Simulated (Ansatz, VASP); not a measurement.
HfO2 in VASP and in Ansatz

POSCAR

```
HfO2
1.0
   -2.5575000000     -2.5575000000      0.0000000000
    2.5575000000     -2.5575000000      0.0000000000
    0.0000000000      0.0000000000     16.2300000000
Hf O
4 8
Direct
    0.0000000000      0.0000000000      0.5909195933
    0.5000000000      0.5000000000      0.1181839187
    0.0000000000      0.0000000000      0.2757624769
    0.5000000000      0.5000000000      0.4333410351
    0.5000000000      0.0000000000      0.0393946396
    0.0000000000      0.5000000000      0.1969731978
    0.5000000000      0.0000000000      0.3545517560
    0.0000000000      0.5000000000      0.5121303142
    0.5000000000      0.0000000000      0.1969731978
    0.0000000000      0.5000000000      0.3545517560
    0.5000000000      0.0000000000      0.5121303142
    0.0000000000      0.5000000000      0.0393946396
```

Contents of INCAR.step1:

```
PREC     = Accurate       # precision mode
ENCUT    = 520            # plane-wave cutoff, eV
ISMEAR   = 0              # smearing method
SIGMA    = 0.05           # smearing width, eV
LREAL    = False          # projectors in reciprocal space
LASPH    = True           # aspherical terms in the spheres
NELM     = 100            # most SCF steps
NBANDS   = 56             # bands
GGA      = PE             # functional
ALGO     = Normal         # electronic algorithm
EDIFF    = 1E-4           # SCF threshold, eV
LWAVE    = True           # write WAVECAR
LCHARG   = False          # write CHGCAR
```

Contents of INCAR.step2:

```
PREC     = Accurate       # precision mode
ENCUT    = 520            # plane-wave cutoff, eV
EDIFF    = 1E-6           # SCF threshold, eV
ISMEAR   = 0              # smearing method
SIGMA    = 0.05           # smearing width, eV
LREAL    = False          # projectors in reciprocal space
LASPH    = True           # aspherical terms in the spheres
NELM     = 100            # most SCF steps
ALGO     = Normal         # electronic algorithm
ISIF     = 2              # what is computed and relaxed
LWAVE    = False          # write WAVECAR
LCHARG   = False          # write CHGCAR
METAGGA  = R2SCAN         # meta-GGA
LMIXTAU  = True         
NBANDS   = 56             # bands
ISTART   = 1
```

File KPOINTS:

```
Automatic mesh
0
Gamma
  6 6 3
```

Input for Ansatz:

```yaml
crystal:
  lattice:
    - [-2.5575, -2.5575, 0.0]
    - [2.5575, -2.5575, 0.0]
    - [0.0, 0.0, 16.23]
  atoms:
    - { symbol: Hf, position: [0.0, 0.0, 0.5909195933] }
    - { symbol: Hf, position: [0.5, 0.5, 0.1181839187] }
    - { symbol: Hf, position: [0.0, 0.0, 0.2757624769] }
    - { symbol: Hf, position: [0.5, 0.5, 0.4333410351] }
    - { symbol: O, position: [0.5, 0.0, 0.0393946396] }
    - { symbol: O, position: [0.0, 0.5, 0.1969731978] }
    - { symbol: O, position: [0.5, 0.0, 0.354551756] }
    - { symbol: O, position: [0.0, 0.5, 0.5121303142] }
    - { symbol: O, position: [0.5, 0.0, 0.1969731978] }
    - { symbol: O, position: [0.0, 0.5, 0.354551756] }
    - { symbol: O, position: [0.5, 0.0, 0.5121303142] }
    - { symbol: O, position: [0.0, 0.5, 0.0393946396] }
basis:
  ecutwfc: 500
kpoints:
  mp_grid: { grid: [6, 6, 3] }
hamiltonian:
  xc: r2scan
scf:
  occupations: { method: gaussian, width: 0.05 }
output:
  forces: true
  stress: true
  eigenvalues: true
```

Alike in both runs: task single point; functional r2SCAN; k mesh 6 × 6 × 3; occupations gaussian, width 0.05 eV; no spin polarisation.

|  | VASP | Ansatz |
| --- | --- | --- |
| version | VASP 6.6.1 | Ansatz 0.2.0 |
| potentials or method | VASP PAW PBE potentials, release 64 (Hf_pv, O), cutoff 520 eV | scalar-relativistic, plane waves, PAW |
| valence electrons in the cell | 88 | 152 |

VASP gave:

| Quantity | Value |
| --- | --- |
| gap on the k mesh at the Fermi level (eV) | none |
| rms of the force components (eV/Å) | 1.143 |

**Question.** What did Ansatz give for the same quantities?

**Answer.** gap on the k mesh at the Fermi level (eV): none; rms of the force components (eV/Å): 1.126.

VASP's potentials were made for PBE, not for r2SCAN. Atom by atom the forces differ by 0.055 eV/Å (rms over components). A gap of «none» marks a metal or a gap that the smearing closes. VASP's potentials hold 88 valence electrons a cell and Ansatz's 152, so a difference there can come from the potentials and not from the codes.

Neither program's run includes spin-orbit coupling.
